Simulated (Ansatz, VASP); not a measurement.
**Ti: VASP beside Ansatz**

File INCAR:

```
SYSTEM = Ti
  PREC = Accurate
  ENCUT = 520
  EDIFF = 1E-7
  ISMEAR = 0
  SIGMA = 0.15
  LREAL = .False.
  LASPH = .True.
  NELM = 100
  ALGO = Fast
  ISIF = 2
  LWAVE = .False.
  LCHARG = .False.
  GGA = PE
  NBANDS = 19
```

Contents of KPOINTS:

```
regular mesh
0
Gamma
  24 24 14
  0 0 0
```

File POSCAR:

```
Ti
1.0
    3.0559963837      0.0000000000      0.0000000000
   -1.5279981918      2.6465705022      0.0000000000
    0.0000000000      0.0000000000      4.6506340146
Ti
2
Direct
    0.3333333333      0.6666666667      0.2500000000
    0.6666666667      0.3333333333      0.7500000000
```

Input for Ansatz:

```yaml
crystal:
  lattice:
    - [3.0559963837, 0.0, 0.0]
    - [-1.5279981918, 2.6465705022, 0.0]
    - [0.0, 0.0, 4.6506340146]
  atoms:
    - { symbol: Ti, position: [0.3333333333, 0.6666666667, 0.25] }
    - { symbol: Ti, position: [0.6666666667, 0.3333333333, 0.75] }
basis:
  ecutwfc: 420
kpoints:
  mp_grid: { grid: [24, 24, 14] }
hamiltonian:
  xc: pbe
scf:
  occupations: { method: gaussian, width: 0.15 }
output:
  forces: true
  stress: true
  eigenvalues: true
```

Change from the starting cell: strain +0.040 along x and y, +0.000 along z, atoms carried along.

Alike in both runs: task single point; functional PBE; k mesh 24 × 24 × 14; occupations gaussian, width 0.15 eV; no spin polarisation.

|  | VASP | Ansatz |
| --- | --- | --- |
| version | VASP 6.6.1 | Ansatz 0.2.0 |
| potentials or method | VASP PAW PBE potentials, release 64 (Ti_sv), cutoff 520 eV | scalar-relativistic, plane waves, PAW |
| valence electrons in the cell | 24 | 24 |

VASP gave:

```
gap on the k mesh at the Fermi level (eV)                     : none
pressure (GPa)                                                : -7.6
traceless stress, the component that is largest in VASP (GPa) : 2.36
```

What did Ansatz give for the same quantities?

gap on the k mesh at the Fermi level (eV): none; pressure (GPa): -7.5; traceless stress, the component that is largest in VASP (GPa): 2.37.

A gap of «none» marks a metal or a gap that the smearing closes.
